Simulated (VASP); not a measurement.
Input of a VASP 6.6.1 run:

File INCAR:

```
PREC = Accurate
ENCUT = 520
EDIFF = 1E-7
ISMEAR = -1
SIGMA = 0.1
LREAL = F
LASPH = T
NELM = 60
ALGO = Normal
ISIF = 2
LWAVE = F
LCHARG = F
GGA = CA
NBANDS = 11
```

Contents of KPOINTS:

```
regular mesh
0
Gamma
  8 8 8
```

File POSCAR:

```
Hf
1.0
    2.8343659933      0.0000000000      0.0000000000
    0.0000000000      2.8343659933      0.0000000000
    0.0000000000      0.0000000000      2.8343659933
Hf
1
Direct
    0.0000000000      0.0000000000      0.0000000000
```

Potentials or basis: VASP PAW LDA potentials, release 64 (Hf_pv).

Command:

```sh
$ cat potpaw_LDA.64/Hf_pv/POTCAR > POTCAR
$ mpirun -np 1 vasp_std > vasp.out
```

(1) Predict the band gap on the k mesh.

(2) What does it give for the pressure?

Results:

(1) zero (band 5 reaches 5.20 eV, above the bottom of band 6 at 2.59 eV).

(2) -0.1 GPa.

Caveat: spin-orbit coupling is left out, which moves the levels of the heavy elements.
